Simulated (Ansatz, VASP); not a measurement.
## Two plane-wave programs on SiP7

```
CELL_PARAMETERS angstrom
0.00000 4.47094 4.47094
4.47094 0.00000 4.47094
4.47094 4.47094 0.00000
ATOMIC_POSITIONS crystal
Si 0.00000 0.00000 0.00000
P 0.74673 0.25327 0.25327
P 0.25327 0.74673 0.74673
P 0.25327 0.74673 0.25327
P 0.74673 0.25327 0.74673
P 0.25327 0.25327 0.74673
P 0.74673 0.74673 0.25327
P 0.50000 0.50000 0.50000
```

Alike in both runs: functional PBE; k mesh 3 × 3 × 3; occupations gaussian, width 0.2 eV; no spin polarisation.

Ansatz relaxed the structure, and its values are those at the end. VASP's run is a single point on that final structure, the one shown.

|  | VASP | Ansatz |
| --- | --- | --- |
| version | VASP 6.6.1 | Ansatz 0.2.0 |
| potentials or method | VASP PAW PBE potentials, release 64 (Si, P), cutoff 500 eV | scalar-relativistic, plane waves, PAW |
| valence electrons in the cell | 39 | 39 |

|  | VASP | Ansatz | Ansatz less VASP |
| --- | --- | --- | --- |
| gap on the k mesh at the Fermi level (eV) | none | none | - |
| pressure (GPa) | 0.4 | 0.6 | +0.15 |
| rms of the force components (eV/Å) | 0.018 | 0.025 | +0.0070 |

A gap of «none» marks a metal or a gap that the smearing closes.

The k mesh is coarse, so the values compare programs but aren't converged.
